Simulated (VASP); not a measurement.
# Os (Fm-3m) in VASP: a series of runs

Runs on Os. Level: LDA. Tasks: single point.

Program: VASP 6.6.1. These are calculated values, not measurements. Logs are shortened: lines on timing, memory, paths and dates and some standing lists are left out, and cuts for length are marked.

### Step 1. The cell of the first run

Symmetry: Fm-3m, No. 225, cubic system. Conventional cell: a = 3.890 Å, b = 3.890 Å, c = 3.890 Å, α = 90.00°, β = 90.00°, γ = 90.00°. Within 3.6 Å of Os (site symmetry m-3m) lie 12 Os at 2.75 Å.

### Step 2. Single point, LDA

The input, INCAR:

```
PREC = Accurate ; ENCUT = 520
EDIFF = 1E-6 ; ISMEAR = -1
SIGMA = 0.15 ; LREAL = F
LASPH = T ; NELM = 60
ALGO = Normal ; ISIF = 2
LWAVE = F ; LCHARG = T
LELF = T ; LVHAR = T
NBANDS = 10
```

The input, KPOINTS:

```
regular mesh
0
Gamma
  8 8 8
```

The input, POSCAR:

```
Os
1.0
    2.7506450000      0.0000000000      0.0000000000
    1.3753225000      2.3821284468      0.0000000000
    1.3753225000      0.7940428156      2.2458922378
Os
1
Direct
    0.0000000000      0.0000000000      0.0000000000
```

Potentials or basis: VASP PAW LDA potentials, release 64 (Os).

Run with:

```console
$ cat potpaw_LDA.64/Os/POTCAR > POTCAR
$ mpirun -np 1 vasp_std > vasp.out
```

OUTCAR:

```text
PREC = Accurate
   ENCUT = 520
   EDIFF = 1E-6
   ISMEAR = -1
   LREAL = F
   LASPH = T
   NELM = 60
   ISIF = 2

 ion  position               nearest neighbor table
   1  0.000  0.000  0.000-

  LATTYP: Found a face centered cubic cell.
 ALAT       =     3.8899994643

  Lattice vectors:

 A1 = (   2.7506450000,   0.0000000000,   0.0000000000)
 A2 = (   1.3753225000,   2.3821284468,   0.0000000000)
 A3 = (   1.3753225000,   0.7940428156,   2.2458922378)

Analysis of symmetry for initial positions (statically):
=====================================================================
 Subroutine PRICEL returns:
 Original cell was already a primitive cell.

 Routine SETGRP: Setting up the symmetry group for a
 face centered cubic supercell.

 Subroutine GETGRP returns: Found 48 space group operations
 (whereof 48 operations were pure point group operations)
 out of a pool of 48 trial point group operations.

The static configuration has the point symmetry O_h .

Analysis of symmetry for dynamics (positions and initial velocities):
=====================================================================
 Subroutine PRICEL returns:
 Original cell was already a primitive cell.

 Routine SETGRP: Setting up the symmetry group for a
 face centered cubic supercell.

 Subroutine GETGRP returns: Found 48 space group operations
 (whereof 48 operations were pure point group operations)
 out of a pool of 48 trial point group operations.

The dynamic configuration has the point symmetry O_h .

 Subroutine INISYM returns: Found 48 space group operations
 (whereof 48 operations are pure point group operations),
 and found     1 'primitive' translations

----------------------------------------------------------------------------------------

                                     Primitive cell

  volume of cell :      14.7160

  direct lattice vectors                    reciprocal lattice vectors
     2.750645000  0.000000000  0.000000000     0.363551094 -0.209896322 -0.148419113
     1.375322500  2.382128447  0.000000000     0.000000000  0.419792644 -0.148419113
     1.375322500  0.794042816  2.245892238     0.000000000  0.000000000  0.445257338

  length of vectors
     2.750645000  2.750645000  2.750645000     0.445257338  0.445257338  0.445257338

  position of ions in fractional coordinates (direct lattice)
     0.000000000  0.000000000  0.000000000

  ion indices of the primitive-cell ions
   primitive index   ion index
                 1           1

----------------------------------------------------------------------------------------

 KPOINTS: regular mesh

Automatic generation of k-mesh.
 Grid dimensions read from file:
 generate k-points for:    8    8    8

 Generating k-lattice:

  Cartesian coordinates                     Fractional coordinates (reciprocal lattice)
     0.045443887 -0.026237040 -0.018552389     0.125000000  0.000000000  0.000000000
     0.000000000  0.052474081 -0.018552389     0.000000000  0.125000000 -0.000000000
     0.000000000  0.000000000  0.055657167     0.000000000  0.000000000  0.125000000

  Length of vectors
     0.055657167  0.055657167  0.055657167

  Shift w.r.t. Gamma in fractional coordinates (k-lattice)
     0.000000000  0.000000000  0.000000000

 Subroutine IBZKPT returns following result:
 ===========================================

 Found     29 irreducible k-points:

 Following reciprocal coordinates:
            Coordinates               Weight
  0.000000  0.000000  0.000000      1.000000
  0.125000  0.000000  0.000000      8.000000
  0.250000  0.000000  0.000000      8.000000
  0.375000  0.000000  0.000000      8.000000
  0.500000  0.000000  0.000000      4.000000
  0.125000  0.125000  0.000000      6.000000
[... 16 lines left out ...]
  0.500000  0.250000  0.125000     48.000000
 -0.375000  0.250000  0.125000     24.000000
 [... further k-points ...]
   k-points           NKPTS =     29   k-points in BZ     NKDIM =     29   number of bands    NBANDS=     10
   number of dos      NEDOS =    301   number of ions     NIONS =      1
   total plane-waves  NPLWV =   8000
   dimension x,y,z NGX =    20 NGY =   20 NGZ =   20
   dimension x,y,z NGXF=    40 NGYF=   40 NGZF=   40
   ions per type =               1
   NGX,Y,Z   is equivalent  to a cutoff of  12.09, 12.09, 12.09 a.u.
   NGXF,Y,Z  is equivalent  to a cutoff of  24.18, 24.18, 24.18 a.u.
 SYSTEM =  unknown system
   PREC   = accura    normal or accurate (medium, high low for compatibility)
   ISTART =      0    job   : 0-new  1-cont  2-samecut
   ICHARG =      2    charge: 1-file 2-atom 10-const
   ISPIN  =      1    spin polarized calculation?
   LNONCOLLINEAR =      F non collinear calculations
   LSORBIT =      F    spin-orbit coupling
   LASPH  =      T    aspherical Exc in radial PAW
   ENCUT  =  520.0 eV  38.22 Ry    6.18 a.u.   5.11  5.11  5.11*2*pi/ulx,y,z
   NELM   =     60;   NELMIN=  2; NELMDL= -5     # of ELM steps
   EDIFF  = 0.1E-05   stopping-criterion for ELM
   LREAL  =      F    real-space projection
   EDIFFG = 0.1E-04   stopping-criterion for IOM
   NSW    =      0    number of steps for IOM
   IBRION =     -1    ionic relax: 0-MD 1-quasi-New 2-CG
   NFREE  =      0    steps in history (QN), initial steepest desc. (CG)
   ISIF   =      2    stress and relaxation
   ISYM   =      2    0-nonsym 1-usesym 2-fastsym
   POTIM  = 0.5000    time-step for ionic-motion
   TEBEG  =    0.0;   TEEND  =   0.0 temperature during run
   PSTRESS=    0.0 pullay stress
   NELECT =       8.0000    total number of electrons
   NUPDOWN=      -1.0000    fix difference up-down
   EMIN   =  10.00;   EMAX   =-10.00  energy-range for DOS
   EFERMI =   0.00;   METHOD = LEGACY
   ISMEAR =    -1;   SIGMA  =   0.15  broadening in eV -4-tet -1-fermi 0-gaus
   EFERMI_NEDOS =   21; number of points for ismear=-14 and -15
   IALGO  =     38    algorithm
   IMIX   =      4    mixing-type and parameters
     AMIX     =   0.40;   BMIX     =  1.00
     AMIX_MAG =   1.60;   BMIX_MAG =  1.00
  volume/ion in A,a.u.               =      14.72        99.31
  Fermi-wavevector in a.u.,A,eV,Ry     =   1.336109  2.524880 24.288954  1.785188
  Thomas-Fermi vector in A             =   2.464761
   LORBIT       =      0    0 simple, 1 ext, 2 COOP (PROOUT), +10 PAW based schemes
   GGA     = CA    functional components
   LHFCALC =     F    Hartree Fock is set to
   AEXX    =    0.0000 exact exchange contribution
   IVDW    =     0    specifies the selected vdW correction
   LEPSILON=     F    determine dielectric tensor
   LRPA    =     F    only Hartree local field effects (RPA)
 non-spin polarized calculation
  energy-cutoff  :      520.00
  volume of cell :       14.72
 maximum number of plane-waves:       415
   NGX = 11   NGY = 11   NGZ = 11

 number of electron       8.0000001 magnetization

 Free energy of the ion-electron system (eV)
  ---------------------------------------------------
  ext. energy  EPLUGINS =         0.00000000
  ---------------------------------------------------
  free energy    TOTEN  =       -12.48391790 eV

  energy without entropy =      -12.41799382  energy(sigma->0) =      -12.45095586

 E-fermi :   8.4052     XC(G=0): -13.8945

 val. band max:        8.3700461800   @ k =   0.1250   0.0000   0.0000
 cond. band min:       8.4167558582   @ k =   0.5000   0.0000   0.0000
 fundamental gap:      0.0467096782
 Fermi energy:         8.4051990146

 k-point     1 :       0.0000    0.0000    0.0000
  band No.  band energies     occupation
      1      -1.7916      2.00000
      2       5.7151      2.00000
      3       5.7151      2.00000
      4       5.7151      2.00000
      5       8.5308      0.60420
      6       8.5308      0.60420
      7      22.8825      0.00000
      8      28.3318      0.00000
      9      28.3318      0.00000
     10      28.3318      0.00000

 k-point     2 :       0.1250    0.0000    0.0000
  band No.  band energies     occupation
      1      -1.1209      2.00000
      2       5.3657      2.00000
      3       5.9877      2.00000
      4       5.9877      2.00000
      5       8.3700      1.11664
      6       8.3700      1.11664
      7      24.0400      0.00000
      8      25.8600      0.00000
      9      29.5053      0.00000
     10      29.5053      0.00000

 k-point     3 :       0.2500    0.0000    0.0000
  band No.  band energies     occupation
      1       0.4199      2.00000
      2       5.1048      2.00000
      3       6.1613      2.00000
      4       6.1613      2.00000
      5       8.7057      0.23768
      6       8.7057      0.23768
      7      22.5429      0.00000
      8      25.7388      0.00000
      9      32.4339      0.00000
     10      32.4344      0.00000

 k-point     4 :       0.3750    0.0000    0.0000
  band No.  band energies     occupation
      1       1.2542      2.00000
      2       5.7824      2.00000
      3       5.7824      2.00000
      4       6.6525      1.99998
      5      10.0041      0.00005
      6      10.0041      0.00005
      7      19.2400      0.00000
      8      23.4697      0.00000
      9      30.1577      0.00000
     10      30.1577      0.00000

 k-point     5 :       0.5000    0.0000    0.0000
  band No.  band energies     occupation
      1       1.2976      2.00000
      2       5.5759      2.00000
      3       5.5759      2.00000
      4       8.4168      0.96150
      5      10.7630      0.00000
      6      10.7630      0.00000
      7      16.8906      0.00000
      8      22.3934      0.00000
      9      28.3908      0.00000
     10      28.3908      0.00000

 k-point     6 :       0.1250    0.1250    0.0000
  band No.  band energies     occupation
      1      -0.8925      2.00000
      2       5.0217      2.00000
      3       6.2514      2.00000
      4       6.2514      2.00000
      5       7.7110      1.98064
      6       8.8121      0.12447
      7      24.5103      0.00000
      8      26.8557      0.00000
      9      28.6576      0.00000
     10      28.6576      0.00000
[... 183 lines left out ...]
 k-point    21 :       0.5000    0.5000    0.0000
  band No.  band energies     occupation
      1       1.4494      2.00000
      2       2.1250      2.00000
      3      10.7214      0.00000
      4      10.8672      0.00000
      5      11.3963      0.00000
      6      11.3963      0.00000
      7      19.9900      0.00000
      8      20.5099      0.00000
      9      20.5099      0.00000
     10      30.3034      0.00000

 k-point    22 :       0.3750    0.2500    0.1250
  band No.  band energies     occupation
      1       1.8117      2.00000
      2       3.9744      2.00000
      3       5.5601      2.00000
      4       7.8113      1.96256
      5       7.8183      1.96082
      6      10.5833      0.00000
      7      23.2961      0.00000
      8      26.2471      0.00000
      9      27.3780      0.00000
     10      29.2136      0.00000

 k-point    23 :       0.5000    0.2500    0.1250
  band No.  band energies     occupation
      1       2.7552      2.00000
      2       4.4536      2.00000
      3       4.9078      2.00000
      4       7.3517      1.99822
      5       9.5993      0.00070
      6      12.6048      0.00000
      7      19.4794      0.00000
      8      24.6464      0.00000
      9      25.6546      0.00000
     10      30.3278      0.00000

 k-point    24 :      -0.3750    0.2500    0.1250
  band No.  band energies     occupation
      1       2.8119      2.00000
      2       4.2147      2.00000
      3       5.8849      2.00000
      4       7.0261      1.99980
      5      10.4034      0.00000
      6      14.6680      0.00000
      7      16.1539      0.00000
      8      24.7141      0.00000
      9      25.0404      0.00000
     10      28.4652      0.00000

 [... further k-points ...]

------------------------ aborting loop because EDIFF is reached ----------------------------------------

  FORCE on cell =-STRESS in cart. coord.  units (eV):
  Direction    XX          YY          ZZ          XY          YZ          ZX
  --------------------------------------------------------------------------------------
  -------------------------------------------------------------------------------------
  Total       -2.2845496     -2.2845496     -2.2845496      0.0000000      0.0000000      0.0000000
  in kB     -248.7267788   -248.7267788   -248.7267787      0.0000000      0.0000000      0.0000000
  external PRESSURE =    -248.7267787 kB  Pullay stress =       0.0000000 kB

 VOLUME and BASIS-vectors are now :
 -----------------------------------------------------------------------------
  energy-cutoff  :      520.00
  volume of cell :       14.72
      direct lattice vectors                 reciprocal lattice vectors
     2.750645000  0.000000000  0.000000000     0.363551094 -0.209896322 -0.148419113
     1.375322500  2.382128447  0.000000000     0.000000000  0.419792644 -0.148419113
     1.375322500  0.794042816  2.245892238     0.000000000  0.000000000  0.445257338

 POSITION                                       TOTAL-FORCE (eV/Angst)
 -----------------------------------------------------------------------------------
      0.00000      0.00000      0.00000         0.000000     -0.000000      0.000000
 -----------------------------------------------------------------------------------
    total drift:                                0.000000     -0.000000      0.000000

  FREE ENERGIE OF THE ION-ELECTRON SYSTEM (eV)
  ---------------------------------------------------
  free  energy   TOTEN  =       -12.4839179003 eV

  energy  without entropy=      -12.4179938210  energy(sigma->0) =      -12.45095586
```

Wall time 5.6 s (1 thread of Intel Xeon 8259CL, shared host); peak memory 0.12 GiB.

What came out:

```
Free energy            : -12.4839 eV
Pressure               : -24.9 GPa
Band gap on the k mesh : zero (band 4 reaches 10.87 eV, above the bottom of band 5 at 7.65 eV)
```

Levels at points of the mesh, in eV from the Fermi level:
```tsv
k point	band 1	band 2	band 3	band 4	band 5	band 6	band 7	band 8	band 9
(0.00, 0.00, 0.00)	-10.20	-2.69	-2.69	-2.69	0.13	0.13	14.48	19.93	19.93
(0.50, 0.00, 0.00)	-7.11	-2.83	-2.83	0.01	2.36	2.36	8.49	13.99	19.99
(0.50, 0.50, 0.00)	-6.96	-6.28	2.32	2.46	2.99	2.99	11.58	12.10	12.10
```

Caveat: spin-orbit coupling is left out, which moves the levels of the heavy elements.

### Step 3. Single point, LDA

The input, INCAR:

```
SYSTEM = Os
ALGO     = Normal         ! electronic algorithm
EDIFF    = 1E-7           ! SCF threshold, eV
ENCUT    = 520            ! plane-wave cutoff, eV
GGA      = CA             ! functional
ISIF     = 2              ! what is computed and relaxed
ISMEAR   = -1             ! smearing method
LASPH    = .TRUE.         ! aspherical terms in the spheres
LCHARG   = .FALSE.        ! write CHGCAR
LREAL    = .FALSE.        ! projectors in reciprocal space
LWAVE    = .FALSE.        ! write WAVECAR
NBANDS   = 10             ! bands
NELM     = 80             ! most SCF steps
PREC     = Accurate       ! precision mode
SIGMA    = 0.15           ! smearing width, eV
```

The input, KPOINTS:

```
k-points
0
G
  8 8 8
  0 0 0
```

POSCAR is that of step 2.

Potentials or basis: VASP PAW LDA potentials, release 64 (Os).

Run with:

```console
$ cat potpaw_LDA.64/Os/POTCAR > POTCAR
$ mpirun -np 1 vasp_std > vasp.out
```

Run time: 5.5 s. Hardware: 1 thread of Intel Xeon 8259CL, shared host; peak memory 0.12 GiB.

The run converged. Its results:

* Free energy: -12.4839 eV
* Pressure: -24.9 GPa
* Band gap on the k mesh: zero (band 4 reaches 10.87 eV, above the bottom of band 5 at 7.65 eV)

Levels at points of the mesh, in eV from the Fermi level:
```
           k point  band 1  band 2  band 3  band 4  band 5  band 6  band 7  band 8  band 9
(0.00, 0.00, 0.00)  -10.20   -2.69   -2.69   -2.69    0.13    0.13   14.48   19.93   19.93
(0.50, 0.00, 0.00)   -7.11   -2.83   -2.83    0.01    2.36    2.36    8.49   13.99   19.99
(0.50, 0.50, 0.00)   -6.96   -6.28    2.32    2.46    2.99    2.99   11.58   12.10   12.10
```

Caveat: spin-orbit coupling is left out, which moves the levels of the heavy elements.
